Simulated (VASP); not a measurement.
# Ti (P6_3/mmc) in VASP: further runs, part 2 of 2

VASP 6.6.1. The steps go on from the part before.

### Step 4. Single point, r2SCAN

POSCAR reads:

```
Ti
1.0
    2.9303644090      0.0000000000      0.0000000000
   -1.4651822045      2.5377700206      0.0000000000
    0.0000000000      0.0000000000      9.3616638811
Ti
4
Direct
    0.0000000000      0.0000000000      0.0000000000
    0.0000000000      0.0000000000      0.5000000000
    0.3333333333      0.6666666667      0.7500000000
    0.6666666667      0.3333333333      0.2500000000
```

INCAR.step1 reads:

```
  ALGO = Normal
  EDIFF = 1E-4
  ENCUT = 520
  GGA = PE
  ISMEAR = 0
  LASPH = T
  LCHARG = F
  LREAL = F
  LWAVE = T
  NBANDS = 32
  NELM = 100
  PREC = Accurate
  SIGMA = 0.1
```

INCAR.step2 reads:

```
  ALGO = Normal
  EDIFF = 1E-6
  ENCUT = 520
  ISIF = 2
  ISMEAR = 0
  ISTART = 1
  LASPH = T
  LCHARG = T
  LELF = T
  LMIXTAU = T
  LREAL = F
  LVHAR = T
  LWAVE = F
  METAGGA = R2SCAN
  NBANDS = 32
  NELM = 100
  PREC = Accurate
  SIGMA = 0.1
```

KPOINTS reads:

```
k-points
0
Gamma
  18 18 6
```

Potentials or basis: VASP PAW PBE potentials, release 64 (Ti_sv).

On the command line:

```sh
> cat potpaw_PBE.64/Ti_sv/POTCAR > POTCAR
> cp INCAR.step1 INCAR
> mpirun -np 1 vasp_std > vasp.out
> cp INCAR.step2 INCAR
> mpirun -np 1 vasp_std > vasp.out
```

OUTCAR:

```text
EDIFF = 1E-6
   ENCUT = 520
   ISIF = 2
   ISMEAR = 0
   ISTART = 1
   LASPH = T
   LREAL = F
   METAGGA = R2SCAN
   NELM = 100
   PREC = Accurate

 ion  position               nearest neighbor table
   1  0.000  0.000  0.000-   3 2.89   4 2.89   4 2.89   3 2.89   4 2.89   3 2.89
   2  0.000  0.000  0.500-   3 2.89   4 2.89   4 2.89   3 2.89   4 2.89   3 2.89
   3  0.333  0.667  0.750-   1 2.89   2 2.89   1 2.89   2 2.89   1 2.89   2 2.89
   4  0.667  0.333  0.250-   1 2.89   2 2.89   1 2.89   2 2.89   1 2.89   2 2.89

  LATTYP: Found a hexagonal cell.
 ALAT       =     2.9303644090
 C/A-ratio  =     3.1947097953

  Lattice vectors:

 A1 = (   2.9303644090,   0.0000000000,   0.0000000000)
 A2 = (  -1.4651822045,   2.5377700206,   0.0000000000)
 A3 = (   0.0000000000,   0.0000000000,   9.3616638811)

Analysis of symmetry for initial positions (statically):
=====================================================================
 Subroutine PRICEL returns:
 Original cell was already a primitive cell.

 Routine SETGRP: Setting up the symmetry group for a
 hexagonal supercell.

 Subroutine GETGRP returns: Found 24 space group operations
[... 171 lines left out ...]

 E-fermi :   8.2927     XC(G=0): -12.3962

 val. band max:        8.2877702893   @ k =   0.0556  -0.0000   0.0000
 cond. band min:       8.2929156423   @ k =   0.2222   0.0000   0.3333
 fundamental gap:      0.0051453529
 Fermi energy:         8.2927472783

 k-point     1 :       0.0000    0.0000    0.0000
  band No.  band energies     occupation
      1     -50.8701      2.00000
      2     -50.8127      2.00000
      3     -50.7881      2.00000
      4     -50.7297      2.00000
      5     -26.3990      2.00000
      6     -26.0609      2.00000
[... 829 lines left out ...]
     31      10.4539      0.00000
     32      11.5873      0.00000

 [... further k-points ...]

------------------------ aborting loop because EDIFF is reached ----------------------------------------

  FORCE on cell =-STRESS in cart. coord.  units (eV):
  Direction    XX          YY          ZZ          XY          YZ          ZX
  --------------------------------------------------------------------------------------
  -------------------------------------------------------------------------------------
  Total        0.1696448      0.1696448      0.1803835      0.0000000      0.0000000      0.0000000
  in kB        3.9041296      3.9041296      4.1512657      0.0000000      0.0000000      0.0000000
  external PRESSURE =       3.9865083 kB  Pullay stress =       0.0000000 kB

 VOLUME and BASIS-vectors are now :
 -----------------------------------------------------------------------------
  energy-cutoff  :      520.00
  volume of cell :       69.62
      direct lattice vectors                 reciprocal lattice vectors
     2.930364409  0.000000000  0.000000000     0.341254486  0.197023369  0.000000000
    -1.465182205  2.537770021  0.000000000     0.000000000  0.394046739  0.000000000
     0.000000000  0.000000000  9.361663881     0.000000000  0.000000000  0.106818618

 POSITION                                       TOTAL-FORCE (eV/Angst)
 -----------------------------------------------------------------------------------
      0.00000      0.00000      0.00000        -0.000000      0.000000      0.000000
      0.00000      0.00000      4.68083        -0.000000      0.000000      0.000000
     -0.00000      1.69185      7.02125         0.000000     -0.000000     -0.000000
      1.46518      0.84592      2.34042        -0.000000      0.000000      0.000000
 -----------------------------------------------------------------------------------
    total drift:                                0.000000      0.000000      0.000000

  FREE ENERGIE OF THE ION-ELECTRON SYSTEM (eV)
  ---------------------------------------------------
  free  energy   TOTEN  =       -51.6327225225 eV

  energy  without entropy=      -51.6074824167  energy(sigma->0) =      -51.62010247
```

OUTCAR.step1:

```text
EDIFF = 1E-4
   ENCUT = 520
   GGA = PE
   ISMEAR = 0
[... 1072 lines left out ...]
      0.00000      0.00000      0.00000         0.000000      0.000000     -0.000000
      0.00000      0.00000      4.68083         0.000000      0.000000     -0.000000
     -0.00000      1.69185      7.02125         0.000000     -0.000000     -0.000000
      1.46518      0.84592      2.34042        -0.000000      0.000000      0.000000
 -----------------------------------------------------------------------------------
    total drift:                                0.000000      0.000000      0.000000

  FREE ENERGIE OF THE ION-ELECTRON SYSTEM (eV)
  ---------------------------------------------------
  free  energy   TOTEN  =       -31.1863806116 eV

  energy  without entropy=      -31.1570155014  energy(sigma->0) =      -31.17169806
```

Run time: 22 min. Hardware: 1 thread of Intel Xeon 8259CL, shared host; peak memory 0.37 GiB.

What came out:

```
Free energy            : -51.6327 eV
Pressure               : 0.4 GPa
Band gap on the k mesh : zero (bands 24 and 25 overlap by 1.34 eV)
```

Caveat: the PAW data sets were made with another functional, which shifts forces and pressure a little.

### Step 5. Single point, r2SCAN

This run uses another cell than the first one, of 18.21 Å³/atom.

POSCAR reads:

```
Ti
1.0
    2.9654869832      0.0000000000      0.0000000000
   -1.4827434916      2.5681870621      0.0000000000
    0.0000000000      0.0000000000      9.5642808275
Ti
4
Direct
    0.0000000000      0.0000000000      0.0000000000
    0.0000000000      0.0000000000      0.5000000000
    0.3333333333      0.6666666667      0.7500000000
    0.6666666667      0.3333333333      0.2500000000
```

INCAR.step1 reads:

```
SYSTEM = Ti
PREC = Accurate
ENCUT = 550
ISMEAR = 0
SIGMA = 0.1
LREAL = .False.
LASPH = .True.
NELM = 120
NBANDS = 32
GGA = PE
ALGO = Normal
EDIFF = 1E-5
LWAVE = .True.
LCHARG = .False.
GGA_COMPAT = .False.
```

INCAR.step2 reads:

```
SYSTEM = Ti
PREC = Accurate
ENCUT = 550
EDIFF = 1E-6
ISMEAR = 0
SIGMA = 0.1
LREAL = .False.
LASPH = .True.
NELM = 120
ALGO = Normal
ISIF = 2
LWAVE = .False.
LCHARG = .False.
METAGGA = R2SCAN
LMIXTAU = .True.
NBANDS = 32
ISTART = 1
GGA_COMPAT = .False.
```

KPOINTS reads:

```
regular mesh
0
Gamma
  9 9 2
  0 0 0
```

On the command line:

```sh
> cat potpaw_PBE.64/Ti_sv/POTCAR > POTCAR
> cp INCAR.step1 INCAR
> mpirun -np 1 vasp_std > vasp.out
> cp INCAR.step2 INCAR
> mpirun -np 1 vasp_std > vasp.out
```

It took 8.1 min on 1 thread of Intel Xeon 8259CL, shared host; peak memory 0.23 GiB.

The run converged. Its results:

```
Free energy            : -51.6023 eV
Pressure               : -4.5 GPa
Band gap on the k mesh : zero (bands 24 and 25 overlap by 1.10 eV)
```

Stress tensor (GPa, compression positive):
```
-4.25  0.00  0.00
 0.00 -4.25  0.00
 0.00  0.00 -4.89
```

Levels at points of the mesh, in eV from the Fermi level:
```
           k point  band 20  band 21  band 22  band 23  band 24  band 25  band 26  band 27  band 28  band 29
(0.00, 0.00, 0.00)    -2.67     0.05     0.11     0.38     0.79     0.79     0.85     0.85     0.93     1.13
(0.00, 0.00, 0.50)    -3.15    -0.03    -0.03     0.64     0.64     0.91     0.91     0.91     0.91     1.06
```

Caveat: the cell stands under tension; the PAW data sets were made with another functional, which shifts forces and pressure a little.

### Step 6. The runs side by side

```tsv
task	cell	k mesh	cutoff (eV)	gap on the mesh (eV)	pressure (GPa)
single point	a = 2.921, b = 2.921, c = 9.415 Å, angles 90.0, 90.0, 120.0°, 4 atoms	6 × 6 × 2	520	none	0.4
relaxation of cell and atoms	relaxed from a = 2.965, b = 2.965, c = 9.564 Å, angles 90.0, 90.0, 120.0°, 4 atoms	6 × 6 × 2	600	none	0.0
single point	a = 2.930, b = 2.930, c = 9.362 Å, angles 90.0, 90.0, 120.0°, 4 atoms	18 × 18 × 6	520	none	0.4
single point	a = 2.965, b = 2.965, c = 9.564 Å, angles 90.0, 90.0, 120.0°, 4 atoms	9 × 9 × 2	550	none	-4.5
```

Alike in all rows: level r2SCAN; potentials or basis VASP PAW PBE potentials, release 64 (Ti_sv); no spin polarisation; smearing gaussian 0.1 eV.

Caveats: some runs use coarse meshes; the PAW data sets were made with another functional, which shifts forces and pressure a little; the highest band is partly filled, so the run has too few bands (at least some runs); the cell stands under tension (at least some runs).

Total energies depend on the potentials used, so only differences within one code and one set of settings carry meaning.

The gap in the log of VASP goes by the Fermi energy; the results here count the filled bands.